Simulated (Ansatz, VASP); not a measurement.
Al2Pt in VASP and in Ansatz

INCAR

```
PREC = Accurate
ENCUT = 520
EDIFF = 1E-6
ISMEAR = 0
SIGMA = 0.1
LREAL = F
LASPH = T
NELM = 100
ALGO = Fast
ISIF = 2
LWAVE = F
LCHARG = F
GGA = PE
NBANDS = 15
```

File KPOINTS:

```
Automatic mesh
0
Gamma
  12 12 12
```

POSCAR

```
Al2Pt
1.0
    0.0000000000      2.8491738510      2.8491738510
    2.8491738510      0.0000000000      2.8491738510
    2.8491738510      2.8491738510      0.0000000000
Al Pt
2 1
Direct
    0.2500000000      0.2500000000      0.2500000000
    0.7500000000      0.7500000000      0.7500000000
    0.0000000000      0.0000000000      0.0000000000
```

Input for Ansatz:

```yaml
crystal:
  lattice:
    - [0.0, 2.849173851, 2.849173851]
    - [2.849173851, 0.0, 2.849173851]
    - [2.849173851, 2.849173851, 0.0]
  atoms:
    - { symbol: Al, position: [0.25, 0.25, 0.25] }
    - { symbol: Al, position: [0.75, 0.75, 0.75] }
    - { symbol: Pt, position: [0.0, 0.0, 0.0] }
basis:
  ecutwfc: 420
kpoints:
  mp_grid: { grid: [12, 12, 12] }
hamiltonian:
  xc: pbe
scf:
  occupations: { method: gaussian, width: 0.1 }
output:
  forces: true
  stress: true
  eigenvalues: true
  write_density: true
  write_potential: true
  elf: true
  volumetric_format: npy
```

Alike in both runs: task single point; functional PBE; k mesh 12 × 12 × 12; occupations gaussian, width 0.1 eV; no spin polarisation.

```csv
,VASP,Ansatz
version,VASP 6.6.1,Ansatz 0.2.0
potentials or method,"VASP PAW PBE potentials, release 64 (Al, Pt), cutoff 520 eV","scalar-relativistic, plane waves, PAW"
valence electrons in the cell,16,24
```

```csv
,VASP,Ansatz,Ansatz less VASP
gap on the k mesh at the Fermi level (eV),none,none,-
pressure (GPa),21.7,21.9,+0.17
```

A gap of «none» marks a metal or a gap that the smearing closes. VASP's potentials hold 16 valence electrons a cell and Ansatz's 24, so a difference there can come from the potentials and not from the codes.

Neither program's run includes spin-orbit coupling.
